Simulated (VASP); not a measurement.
Input of a VASP 6.6.1 run:

INCAR

```
PREC = Accurate
ENCUT = 600
EDIFF = 1E-6
ISMEAR = 0
SIGMA = 0.1
LREAL = False
LASPH = True
NELM = 60
ALGO = Normal
ISIF = 3
LWAVE = False
LCHARG = False
GGA = PE
IBRION = 2
NSW = 100
EDIFFG = -0.01
```

KPOINTS

```
regular mesh
0
Gamma
  14 14 14
```

Contents of POSCAR:

```
TlH3
1.0
    3.4596438533      0.0000000000      0.0000000000
    0.0000000000      3.4596438533      0.0000000000
    0.0000000000      0.0000000000      3.4596438533
Tl H
1 3
Direct
    0.0000000000      0.0000000000      0.0000000000
    0.0000000000      0.5000000000      0.5000000000
    0.5000000000      0.0000000000      0.5000000000
    0.5000000000      0.5000000000      0.0000000000
```

Potentials or basis: VASP PAW PBE potentials, release 64 (Tl_d, H).

The run is started by

```console
$ cat potpaw_PBE.64/Tl_d/POTCAR potpaw_PBE.64/H/POTCAR > POTCAR
$ mpirun -np 1 vasp_std > vasp.out
```

**Question.** What does it give for the relaxed volume?

**Answer.** 10.37 Å³/atom.

**Question.** What does it give for the band gap on the k mesh?

**Answer.** Zero (bands 8 and 9 overlap by 2.53 eV).

**Question.** Estimate the space group after relaxing (to 0.1 Å).

**Answer.** Pm-3m (No. 221).

**Question.** Predict the relaxed cell.

**Answer.** a = 3.462 Å, b = 3.462 Å, c = 3.462 Å, α = 90.00°, β = 90.00°, γ = 90.00°.

Final structure:
```
CELL_PARAMETERS angstrom
3.46157 0.00000 0.00000
0.00000 3.46157 0.00000
0.00000 0.00000 3.46157
ATOMIC_POSITIONS crystal
Tl 0.00000 0.00000 0.00000
H 0.00000 0.50000 0.50000
H 0.50000 0.00000 0.50000
H 0.50000 0.50000 0.00000
```

Caveat: spin-orbit coupling is left out, which moves the levels of the heavy elements.
